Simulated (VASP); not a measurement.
Write the native input for VASP 6.6.1 that does the following.

```yaml
Task: relaxation of cell and atoms
Functional: PBE
Potentials_or_basis: VASP PAW PBE potentials, release 64 (Eu, S)
Cutoff: 600 eV
k_mesh: 8 × 8 × 8
Occupations: gaussian, width 0.02 eV
Spin: collinear spin, ferromagnetic start
Starting_moments: "[7.55, 0.0] μB"
Hubbard_terms: Eu f U = 6.0 eV
Dipole_correction: no
Further_INCAR_settings: ALGO = Fast; EDIFF = 1e-06; IBRION = 2; EDIFFG = -0.005; NSW = 100; ISIF = 3
```

The structure of EuS lies in POSCAR:

```
EuS
1.0
    0.0000000000      2.9785018670      2.9785018670
    2.9785018670      0.0000000000      2.9785018670
    2.9785018670      2.9785018670      0.0000000000
Eu S
1 1
Direct
    0.5000000000      0.5000000000      0.5000000000
    0.0000000000      0.0000000000      0.0000000000
```

One way to write it, as run:

INCAR

```
SYSTEM = EuS
PREC = Accurate
ENCUT = 600
EDIFF = 1E-6
ISMEAR = 0
SIGMA = 0.02
LREAL = .False.
LASPH = .True.
NELM = 150
ALGO = Fast
ISIF = 3
LWAVE = .False.
LCHARG = .False.
ISPIN = 2
MAGMOM = 7.55 0
LORBIT = 11
LMAXMIX = 6
LDAU = .True.
LDAUTYPE = 2
LDAUL = 3 -1
LDAUU = 6 0
LDAUJ = 0 0
LDAUPRINT = 1
GGA = PE
IBRION = 2
NSW = 100
EDIFFG = -0.005
```

KPOINTS

```
regular mesh
0
Gamma
  8 8 8
  0 0 0
```

Potentials or basis: VASP PAW PBE potentials, release 64 (Eu, S).

Launch:

```bash
$ cat potpaw_PBE.64/Eu/POTCAR potpaw_PBE.64/S/POTCAR > POTCAR
$ mpirun -np 1 vasp_std > vasp.out
```

It gave:

* Relaxed volume: 27.02 Å³/atom
* Relaxed cell: a = 4.244 Å, b = 4.244 Å, c = 4.244 Å, α = 60.00°, β = 60.00°, γ = 60.00°
* Space group after relaxing (to 0.1 Å): Fm-3m (No. 225)
* Energy gained by relaxing: 1.7 meV/atom
* Ionic steps: 7
* Pressure after relaxing: 0.0 GPa
* Band gap on the k mesh: 0.54 eV (least direct gap 0.80 eV)
* Net moment: 7.00 μB per cell
* Site moments: Eu +6.72; S -0.06 μB
* Valence electrons inside the program's atomic spheres: Eu 14.88; S 3.76

Caveat: spin-orbit coupling is left out, which moves the levels of the heavy elements; a cell with one magnetic atom can't hold antiferromagnetic order, which such compounds often take.

It took 6 min on 1 thread of Intel(R) Xeon(R) 6975P-C (Granite Rapids), on a shared host, peak memory 0.31 GiB.
